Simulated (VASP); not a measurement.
Write the native input for VASP 6.6.1 that does the following.

* Task: single point
* Functional: PBE
* Potentials or basis: VASP PAW PBE potentials, release 64 (B, N)
* Cutoff: 600 eV
* k mesh: 6 × 6 × 6
* Occupations: gaussian, width 0.01 eV
* Spin: no spin polarisation
* Dipole correction: no
* Further INCAR settings: ALGO = Normal; EDIFF = 1e-06; NBANDS = 11

The structure of BN lies in POSCAR:

```
BN
1.0
    1.2501241101      0.7217594915      3.2533304057
   -1.2501241101      0.7217594915      3.2533304057
    0.0000000000     -1.4435189830      3.2533304057
B N
1 1
Direct
    0.9996880830      0.9996880830      0.9996880830
    0.3327449170      0.3327449170      0.3327449170
```

One way to write it, as run:

INCAR

```
PREC = Accurate
ENCUT = 600
EDIFF = 1E-6
ISMEAR = 0
SIGMA = 0.01
LREAL = False
LASPH = True
NELM = 120
ALGO = Normal
ISIF = 2
LWAVE = False
LCHARG = False
GGA = PE
NBANDS = 11
GGA_COMPAT = False
```

KPOINTS

```
Automatic mesh
0
Gamma
  6 6 6
```

Potentials or basis: VASP PAW PBE potentials, release 64 (B, N).

The run is started by

```sh
$ cat potpaw_PBE.64/B/POTCAR potpaw_PBE.64/N/POTCAR > POTCAR
$ mpirun -np 1 vasp_std > vasp.out
```

Results of the run:

* Pressure: 4.6 GPa
* Largest force: 0.008 eV/Å
* Band gap on the k mesh: 4.22 eV, indirect (least direct gap 4.71 eV)

Caveat: the k points lie up to 0.50 Å⁻¹ apart.

Run time: 5.5 s on 1 thread of Intel(R) Xeon(R) 6975P-C (Granite Rapids), on a shared host, peak memory 0.13 GiB.
